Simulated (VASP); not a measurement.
# KCl (P4mm) in VASP: notebook

KCl is run at these levels: PBE; tasks: single point.

Everything below comes from runs of VASP 6.6.1. Logs are shortened: lines on timing, memory, paths and dates and some standing lists are left out, and cuts for length are marked.

## Step 1: The cell of the first run

The structure is tetragonal, space group P4mm (No. 99). Conventional cell: a = 3.839 Å, b = 3.839 Å, c = 3.839 Å, α = 90.00°, β = 90.00°, γ = 90.00°. Within 4.0 Å of K (site symmetry 4mm) lie 8 Cl at 3.02 to 3.70 Å and 6 K at 3.84 Å. Cl (site symmetry 4mm) has 8 K at 3.02 to 3.70 Å and 6 Cl at 3.84 Å within 4.0 Å.

## Step 2: Single point, PBE (atom 1 (K) moved by (-0.600, +0.000) A along x and y)

INCAR reads:

```
PREC     = Accurate       # precision mode
ENCUT    = 520            # plane-wave cutoff, eV
EDIFF    = 1E-6           # SCF threshold, eV
ISMEAR   = 0              # smearing method
SIGMA    = 0.05           # smearing width, eV
LREAL    = F              # projectors in reciprocal space
LASPH    = T              # aspherical terms in the spheres
NELM     = 60             # most SCF steps
ALGO     = Normal         # electronic algorithm
ISIF     = 2              # what is computed and relaxed
LWAVE    = F              # write WAVECAR
LCHARG   = T              # write CHGCAR
GGA      = PE             # functional
LELF     = T              # ELF
LVHAR    = T            
NBANDS   = 15             # bands
```

KPOINTS reads:

```
regular mesh
0
Gamma
  6 6 6
```

POSCAR reads:

```
KCl
1.0
    3.8391960000      0.0000000000      0.0000000000
    0.0000000000      3.8391960000      0.0000000000
    0.0000000000      0.0000000000      3.8391960000
K Cl
1 1
Direct
   -0.1562827217      0.0000000000      0.0000000000
    0.5000000000      0.5000000000      0.5000000000
```

Potentials or basis: VASP PAW PBE potentials, release 64 (K_sv, Cl).

Run with:

```console
$ cat potpaw_PBE.64/K_sv/POTCAR potpaw_PBE.64/Cl/POTCAR > POTCAR
$ mpirun -np 1 vasp_std > vasp.out
```

OUTCAR:

```text
PREC = Accurate
   ENCUT = 520
   EDIFF = 1E-6
   ISMEAR = 0
   LREAL = F
   LASPH = T
   NELM = 60
   ISIF = 2
   GGA = PE

 ion  position               nearest neighbor table
   1  0.844  0.000  0.000-   2 3.02   2 3.02   2 3.02   2 3.02
   2  0.500  0.500  0.500-   1 3.02   1 3.02   1 3.02   1 3.02

  LATTYP: Found a simple cubic cell.
 ALAT       =     3.8391960000

  Lattice vectors:

 A1 = (   3.8391960000,   0.0000000000,   0.0000000000)
 A2 = (   0.0000000000,   3.8391960000,   0.0000000000)
 A3 = (   0.0000000000,   0.0000000000,   3.8391960000)

Analysis of symmetry for initial positions (statically):
=====================================================================
 Subroutine PRICEL returns:
 Original cell was already a primitive cell.

 Routine SETGRP: Setting up the symmetry group for a
 simple cubic supercell.

 Subroutine GETGRP returns: Found  8 space group operations
 (whereof  8 operations were pure point group operations)
 out of a pool of 48 trial point group operations.

The static configuration has the point symmetry C_4v.

Analysis of symmetry for dynamics (positions and initial velocities):
=====================================================================
 Subroutine PRICEL returns:
 Original cell was already a primitive cell.

 Routine SETGRP: Setting up the symmetry group for a
 simple cubic supercell.

 Subroutine GETGRP returns: Found  8 space group operations
 (whereof  8 operations were pure point group operations)
 out of a pool of 48 trial point group operations.

The dynamic configuration has the point symmetry C_4v.

 Subroutine INISYM returns: Found  8 space group operations
 (whereof  8 operations are pure point group operations),
 and found     1 'primitive' translations

----------------------------------------------------------------------------------------

                                     Primitive cell

  volume of cell :      56.5875

  direct lattice vectors                    reciprocal lattice vectors
     3.839196000  0.000000000  0.000000000     0.260471203  0.000000000  0.000000000
     0.000000000  3.839196000  0.000000000     0.000000000  0.260471203  0.000000000
     0.000000000  0.000000000  3.839196000     0.000000000  0.000000000  0.260471203

  length of vectors
     3.839196000  3.839196000  3.839196000     0.260471203  0.260471203  0.260471203

  position of ions in fractional coordinates (direct lattice)
     0.843717278  0.000000000  0.000000000
     0.500000000  0.500000000  0.500000000

  ion indices of the primitive-cell ions
   primitive index   ion index
                 1           1
                 2           2

----------------------------------------------------------------------------------------

 KPOINTS: regular mesh

Automatic generation of k-mesh.
 Grid dimensions read from file:
 generate k-points for:    6    6    6

 Generating k-lattice:

  Cartesian coordinates                     Fractional coordinates (reciprocal lattice)
     0.043411867  0.000000000  0.000000000     0.166666667  0.000000000  0.000000000
     0.000000000  0.043411867  0.000000000     0.000000000  0.166666667  0.000000000
     0.000000000  0.000000000  0.043411867     0.000000000  0.000000000  0.166666667

  Length of vectors
     0.043411867  0.043411867  0.043411867

  Shift w.r.t. Gamma in fractional coordinates (k-lattice)
     0.000000000  0.000000000  0.000000000

 Subroutine IBZKPT returns following result:
 ===========================================

 Found     40 irreducible k-points:

 Following reciprocal coordinates:
            Coordinates               Weight
  0.000000  0.000000  0.000000      1.000000
  0.166667  0.000000  0.000000      2.000000
  0.000000  0.166667  0.000000      4.000000
  0.333333  0.000000  0.000000      2.000000
  0.000000  0.333333  0.000000      4.000000
  0.500000  0.000000  0.000000      1.000000
[... 16 lines left out ...]
  0.166667  0.166667  0.166667      8.000000
  0.333333  0.166667  0.166667      8.000000
 [... further k-points ...]
   k-points           NKPTS =     40   k-points in BZ     NKDIM =     40   number of bands    NBANDS=     15
   number of dos      NEDOS =    301   number of ions     NIONS =      2
   total plane-waves  NPLWV =  27000
   dimension x,y,z NGX =    30 NGY =   30 NGZ =   30
   dimension x,y,z NGXF=    60 NGYF=   60 NGZF=   60
   ions per type =               1   1
   NGX,Y,Z   is equivalent  to a cutoff of  12.99, 12.99, 12.99 a.u.
   NGXF,Y,Z  is equivalent  to a cutoff of  25.98, 25.98, 25.98 a.u.
 SYSTEM =  unknown system
   PREC   = accura    normal or accurate (medium, high low for compatibility)
   ISTART =      0    job   : 0-new  1-cont  2-samecut
   ICHARG =      2    charge: 1-file 2-atom 10-const
   ISPIN  =      1    spin polarized calculation?
   LNONCOLLINEAR =      F non collinear calculations
   LSORBIT =      F    spin-orbit coupling
   LASPH  =      T    aspherical Exc in radial PAW
   ENCUT  =  520.0 eV  38.22 Ry    6.18 a.u.   7.14  7.14  7.14*2*pi/ulx,y,z
   NELM   =     60;   NELMIN=  2; NELMDL= -5     # of ELM steps
   EDIFF  = 0.1E-05   stopping-criterion for ELM
   LREAL  =      F    real-space projection
   EDIFFG = 0.1E-04   stopping-criterion for IOM
   NSW    =      0    number of steps for IOM
   IBRION =     -1    ionic relax: 0-MD 1-quasi-New 2-CG
   NFREE  =      0    steps in history (QN), initial steepest desc. (CG)
   ISIF   =      2    stress and relaxation
   ISYM   =      2    0-nonsym 1-usesym 2-fastsym
   POTIM  = 0.5000    time-step for ionic-motion
   TEBEG  =    0.0;   TEEND  =   0.0 temperature during run
   PSTRESS=    0.0 pullay stress
   NELECT =      16.0000    total number of electrons
   NUPDOWN=      -1.0000    fix difference up-down
   EMIN   =  10.00;   EMAX   =-10.00  energy-range for DOS
   EFERMI =   0.00;   METHOD = LEGACY
   ISMEAR =     0;   SIGMA  =   0.05  broadening in eV -4-tet -1-fermi 0-gaus
   EFERMI_NEDOS =   21; number of points for ismear=-14 and -15
   IALGO  =     38    algorithm
   IMIX   =      4    mixing-type and parameters
     AMIX     =   0.40;   BMIX     =  1.00
     AMIX_MAG =   1.60;   BMIX_MAG =  1.00
  volume/ion in A,a.u.               =      28.29       190.94
  Fermi-wavevector in a.u.,A,eV,Ry     =   1.074504  2.030517 15.708715  1.154558
  Thomas-Fermi vector in A             =   2.210334
   LORBIT       =      0    0 simple, 1 ext, 2 COOP (PROOUT), +10 PAW based schemes
   GGA     = PE    functional components
   LHFCALC =     F    Hartree Fock is set to
   AEXX    =    0.0000 exact exchange contribution
   IVDW    =     0    specifies the selected vdW correction
   LEPSILON=     F    determine dielectric tensor
   LRPA    =     F    only Hartree local field effects (RPA)
 non-spin polarized calculation
 Gauss-broadening in eV      SIGMA  =   0.05
  energy-cutoff  :      520.00
  volume of cell :       56.59
 maximum number of plane-waves:      1568
 NGX is ok and might be reduce to    30
   NGX = 15   NGY = 15   NGZ = 15

 number of electron      16.0000005 magnetization

 Free energy of the ion-electron system (eV)
  ---------------------------------------------------
  ext. energy  EPLUGINS =         0.00000000
  ---------------------------------------------------
  free energy    TOTEN  =        -6.53252106 eV

  energy without entropy =       -6.53252106  energy(sigma->0) =       -6.53252106

 E-fermi :  -0.6222     XC(G=0):  -8.0064

 val. band max:       -0.9054054368   @ k =   0.0000   0.5000   0.5000
 cond. band min:       3.9333109439   @ k =   0.0000   0.0000   0.0000
 fundamental gap:      4.8387163807
 Fermi energy:        -0.6222372736

 k-point     1 :       0.0000    0.0000    0.0000
  band No.  band energies     occupation
      1     -28.7551      2.00000
      2     -13.5334      2.00000
      3     -12.1524      2.00000
      4     -12.1524      2.00000
      5     -12.1050      2.00000
      6      -1.1656      2.00000
      7      -1.1230      2.00000
      8      -1.1230      2.00000
      9       3.9333      0.00000
     10       5.6235      0.00000
     11       6.5471      0.00000
     12       9.5941      0.00000
     13      10.1717      0.00000
     14      10.1717      0.00000
     15      11.0496      0.00000

 k-point     2 :       0.1667    0.0000    0.0000
  band No.  band energies     occupation
      1     -28.7503      2.00000
      2     -13.5512      2.00000
      3     -12.1450      2.00000
      4     -12.1450      2.00000
      5     -12.1030      2.00000
      6      -1.5894      2.00000
      7      -1.1182      2.00000
      8      -1.1182      2.00000
      9       4.5372      0.00000
     10       5.8199      0.00000
     11       7.0313      0.00000
     12       9.6962      0.00000
     13       9.9015      0.00000
     14       9.9015      0.00000
     15      11.1570      0.00000

 k-point     3 :       0.0000    0.1667    0.0000
  band No.  band energies     occupation
      1     -28.7499      2.00000
      2     -13.5859      2.00000
      3     -12.1919      2.00000
      4     -12.1425      2.00000
      5     -12.0158      2.00000
      6      -1.5758      2.00000
      7      -1.1476      2.00000
      8      -1.1164      2.00000
      9       4.5027      0.00000
     10       6.1075      0.00000
     11       6.5821      0.00000
     12       9.4954      0.00000
     13       9.6820      0.00000
     14      10.3197      0.00000
     15      11.1192      0.00000
[... 343 lines left out ...]
 k-point    23 :       0.1667    0.1667    0.1667
  band No.  band energies     occupation
      1     -28.7402      2.00000
      2     -13.5753      2.00000
      3     -12.2224      2.00000
      4     -12.2039      2.00000
      5     -11.9580      2.00000
      6      -1.6408      2.00000
      7      -1.4126      2.00000
      8      -1.3967      2.00000
      9       5.3899      0.00000
     10       6.6976      0.00000
     11       7.1174      0.00000
     12       8.8514      0.00000
     13       9.2932      0.00000
     14       9.9745      0.00000
     15      11.6749      0.00000

 k-point    24 :       0.3333    0.1667    0.1667
  band No.  band energies     occupation
      1     -28.7310      2.00000
      2     -13.5439      2.00000
      3     -12.2838      2.00000
      4     -12.1866      2.00000
      5     -11.9698      2.00000
      6      -2.0923      2.00000
      7      -1.4250      2.00000
      8      -1.4032      2.00000
      9       6.2878      0.00000
     10       6.9652      0.00000
     11       7.8890      0.00000
     12       8.3392      0.00000
     13       8.7024      0.00000
     14       9.8776      0.00000
     15      11.7945      0.00000

 [... further k-points ...]
[... 5 lines left out ...]
  --------------------------------------------------------------------------------------
  -------------------------------------------------------------------------------------
  Total        0.5089378      0.8306245      0.8306245     -0.0000000      0.0000000      0.0000000
  in kB       14.4096821     23.5176802     23.5176802     -0.0000000      0.0000000      0.0000000
  external PRESSURE =      20.4816808 kB  Pullay stress =       0.0000000 kB

 VOLUME and BASIS-vectors are now :
 -----------------------------------------------------------------------------
  energy-cutoff  :      520.00
  volume of cell :       56.59
      direct lattice vectors                 reciprocal lattice vectors
     3.839196000  0.000000000  0.000000000     0.260471203  0.000000000  0.000000000
     0.000000000  3.839196000  0.000000000     0.000000000  0.260471203  0.000000000
     0.000000000  0.000000000  3.839196000     0.000000000  0.000000000  0.260471203

 POSITION                                       TOTAL-FORCE (eV/Angst)
 -----------------------------------------------------------------------------------
      3.23920      0.00000      0.00000         0.428403      0.000000     -0.000000
      1.91960      1.91960      1.91960        -0.428403     -0.000000      0.000000
 -----------------------------------------------------------------------------------
    total drift:                                0.000071     -0.000000     -0.000000

  FREE ENERGIE OF THE ION-ELECTRON SYSTEM (eV)
  ---------------------------------------------------
  free  energy   TOTEN  =        -6.5325210580 eV

  energy  without entropy=       -6.5325210580  energy(sigma->0) =       -6.53252106
```

Run time: 39 s. Hardware: 1 thread of AMD EPYC 7R43 (Zen 3), shared host; peak memory 0.15 GiB.

What came out:

```
Free energy            : -6.5325 eV
Pressure               : 2.0 GPa
Largest force          : 0.428 eV/Å
Band gap on the k mesh : 4.84 eV (least direct gap 5.06 eV)
```

Forces on the atoms (eV/Å):
```
K    0.428  0.000  0.000
Cl  -0.428  0.000  0.000
```

Caveat: the cell differs from its parent crystal (atom 1 (K) moved by (-0.600, +0.000) A along x and y). A k mesh can miss the band edges.

## Step 3: Single point, PBE (atom 1 (K) moved by (-0.300, +0.000) A along x and y)

INCAR reads:

```
PREC     = Accurate       # precision mode
ENCUT    = 520            # plane-wave cutoff, eV
EDIFF    = 1E-7           # SCF threshold, eV
ISMEAR   = 0              # smearing method
SIGMA    = 0.05           # smearing width, eV
LREAL    = F              # projectors in reciprocal space
LASPH    = T              # aspherical terms in the spheres
NELM     = 100            # most SCF steps
ALGO     = Normal         # electronic algorithm
ISIF     = 2              # what is computed and relaxed
LWAVE    = F              # write WAVECAR
LCHARG   = F              # write CHGCAR
GGA      = PE             # functional
NBANDS   = 15             # bands
```

KPOINTS reads:

```
Automatic mesh
0
Gamma
  6 6 6
```

POSCAR, as its differences from that of step 2:

```diff
@@ -8,3 +8,3 @@
 Direct
-   -0.1562827217      0.0000000000      0.0000000000
+   -0.0781413608      0.0000000000      0.0000000000
     0.5000000000      0.5000000000      0.5000000000
```

Potentials or basis: VASP PAW PBE potentials, release 64 (K_sv, Cl).

Run with:

```console
$ cat potpaw_PBE.64/K_sv/POTCAR potpaw_PBE.64/Cl/POTCAR > POTCAR
$ mpirun -np 1 vasp_std > vasp.out
```

OUTCAR:

```text
PREC = Accurate
   ENCUT = 520
   EDIFF = 1E-7
   ISMEAR = 0
   LREAL = F
   LASPH = T
   NELM = 100
   ISIF = 2
   GGA = PE

 ion  position               nearest neighbor table
   1  0.922  0.000  0.000-   2 3.16   2 3.16   2 3.16   2 3.16
   2  0.500  0.500  0.500-   1 3.16   1 3.16   1 3.16   1 3.16

  LATTYP: Found a simple cubic cell.
 ALAT       =     3.8391960000

  Lattice vectors:

 A1 = (   3.8391960000,   0.0000000000,   0.0000000000)
 A2 = (   0.0000000000,   3.8391960000,   0.0000000000)
 A3 = (   0.0000000000,   0.0000000000,   3.8391960000)
[... 608 lines left out ...]
     10       7.0098      0.00000
     11       7.6086      0.00000
     12       8.5525      0.00000
     13       8.8390      0.00000
     14       9.4450      0.00000
     15      11.8467      0.00000

 [... further k-points ...]
[... 5 lines left out ...]
  --------------------------------------------------------------------------------------
  -------------------------------------------------------------------------------------
  Total        0.1414351      0.1923172      0.1923172     -0.0000000      0.0000000      0.0000000
  in kB        4.0044875      5.4451241      5.4451241     -0.0000000      0.0000000      0.0000000
  external PRESSURE =       4.9649119 kB  Pullay stress =       0.0000000 kB

 VOLUME and BASIS-vectors are now :
 -----------------------------------------------------------------------------
  energy-cutoff  :      520.00
  volume of cell :       56.59
      direct lattice vectors                 reciprocal lattice vectors
     3.839196000  0.000000000  0.000000000     0.260471203  0.000000000  0.000000000
     0.000000000  3.839196000  0.000000000     0.000000000  0.260471203  0.000000000
     0.000000000  0.000000000  3.839196000     0.000000000  0.000000000  0.260471203

 POSITION                                       TOTAL-FORCE (eV/Angst)
 -----------------------------------------------------------------------------------
      3.53920      0.00000      0.00000         0.199304      0.000000     -0.000000
      1.91960      1.91960      1.91960        -0.199304      0.000000      0.000000
 -----------------------------------------------------------------------------------
    total drift:                               -0.000139      0.000000      0.000000

  FREE ENERGIE OF THE ION-ELECTRON SYSTEM (eV)
  ---------------------------------------------------
  free  energy   TOTEN  =        -6.6259700421 eV

  energy  without entropy=       -6.6259700421  energy(sigma->0) =       -6.62597004
```

OSZICAR:

```text
N       E                     dE             d eps       ncg     rms          rms(c)
DAV:   1     0.931028968493E+02    0.93103E+02   -0.68539E+03  1200   0.929E+02
DAV:   2    -0.760007432523E+00   -0.93863E+02   -0.87287E+02  1561   0.236E+02
DAV:   3    -0.662606477091E+01   -0.58661E+01   -0.58307E+01  1769   0.505E+01
DAV:   4    -0.694553770282E+01   -0.31947E+00   -0.31942E+00  1738   0.935E+00
DAV:   5    -0.694834676299E+01   -0.28091E-02   -0.28090E-02  1761   0.101E+00    0.306E+00
DAV:   6    -0.665715325050E+01    0.29119E+00   -0.32457E-01  1529   0.330E+00    0.251E+00
DAV:   7    -0.662294995985E+01    0.34203E-01   -0.97106E-02  1613   0.202E+00    0.152E+00
DAV:   8    -0.662567686625E+01   -0.27269E-02   -0.18344E-02  1747   0.106E+00    0.250E-01
DAV:   9    -0.662566183494E+01    0.15031E-04   -0.94520E-04  1614   0.211E-01    0.114E-01
DAV:  10    -0.662597008525E+01   -0.30825E-03   -0.39477E-04  1312   0.159E-01    0.243E-02
DAV:  11    -0.662596870239E+01    0.13829E-05   -0.15484E-05  1799   0.305E-02    0.102E-02
DAV:  12    -0.662596989469E+01   -0.11923E-05   -0.17381E-06  1382   0.107E-02    0.254E-03
DAV:  13    -0.662597018237E+01   -0.28769E-06   -0.21952E-07  1711   0.348E-03    0.133E-03
DAV:  14    -0.662597001455E+01    0.16782E-06   -0.56502E-08  1132   0.201E-03    0.277E-04
DAV:  15    -0.662597004208E+01   -0.27533E-07   -0.34101E-09  1090   0.631E-04
   1 F= -.66259700E+01 E0= -.66259700E+01  d E =-.504694E-20
```

It took 46 s on 1 thread of AMD EPYC 7R43 (Zen 3), shared host; peak memory 0.15 GiB.

Results:

```yaml
Free_energy: -6.6260 eV
Pressure: 0.5 GPa
Largest_force: 0.199 eV/Å
Band_gap_on_the_k_mesh: 4.81 eV (least direct gap 5.02 eV)
```

Forces in eV/Å, atoms in the order of the input:
```
K    0.199  0.000  0.000
Cl  -0.199  0.000  0.000
```

Levels at points of the mesh, in eV from the valence-band top:
| k point | band 6 | band 7 | band 8 | band 9 | band 10 | band 11 |
| --- | --- | --- | --- | --- | --- | --- |
| (0.00, 0.00, 0.00) | -0.22 | -0.21 | -0.21 | 4.81 | 6.56 | 6.80 |
| (0.50, 0.00, 0.00) | -1.73 | -0.21 | -0.21 | 7.76 | 7.81 | 8.35 |
| (0.00, 0.50, 0.00) | -1.74 | -0.24 | -0.17 | 7.65 | 7.80 | 8.24 |
| (0.50, 0.50, 0.00) | -1.19 | -1.17 | -0.03 | 6.22 | 7.30 | 8.98 |
| (0.00, 0.50, 0.50) | -1.18 | -1.18 | 0.00 | 6.26 | 7.47 | 9.01 |
| (0.50, 0.50, 0.50) | -1.28 | -1.28 | -1.28 | 8.50 | 8.50 | 8.90 |

Caveat: the cell differs from its parent crystal (atom 1 (K) moved by (-0.300, +0.000) A along x and y). A k mesh can miss the band edges.
